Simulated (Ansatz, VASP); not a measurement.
# HfO2: VASP beside Ansatz

```
Hf O
1.0
     0.00000    2.59116    2.59116
     2.59116    0.00000    2.59116
     2.59116    2.59116    0.00000
Hf O
1 2
Direct
  0.00000 0.00000 0.00000
  0.25000 0.25000 0.25000
  0.75000 0.75000 0.75000
```

Change from the starting cell: volume scaled by 1.04, ions relaxed.

Alike in both runs: functional PBE; k mesh 10 × 10 × 10; occupations fermi-dirac, width 0.02 eV; no spin polarisation.

Ansatz relaxed the structure, and its values are those at the end. VASP's run is a single point on that final structure, the one shown.

|  | VASP | Ansatz |
| --- | --- | --- |
| version | VASP 6.6.1 | Ansatz 0.2.0 |
| potentials or method | VASP PAW PBE potentials, release 64 (Hf_pv, O) | plane-wave PAW, scalar-relativistic |
| plane-wave cutoff (eV) | 520 | 420 |
| valence electrons in the cell | 22 | 38 |

VASP gave:

* gap on the k mesh at the Fermi level (eV): 3.62
* pressure (GPa): -14.1

Task: Estimate Ansatz's values.

Result: gap on the k mesh at the Fermi level (eV): 3.62; pressure (GPa): -11.0.

With one functional, cell and mesh, what is left measures potentials, basis and numerics. VASP's potentials hold 22 valence electrons a cell and Ansatz's 38, so a difference there can come from the potentials and not from the codes. Ansatz's warnings: stress scf threshold loose.

Spin-orbit coupling is off throughout.
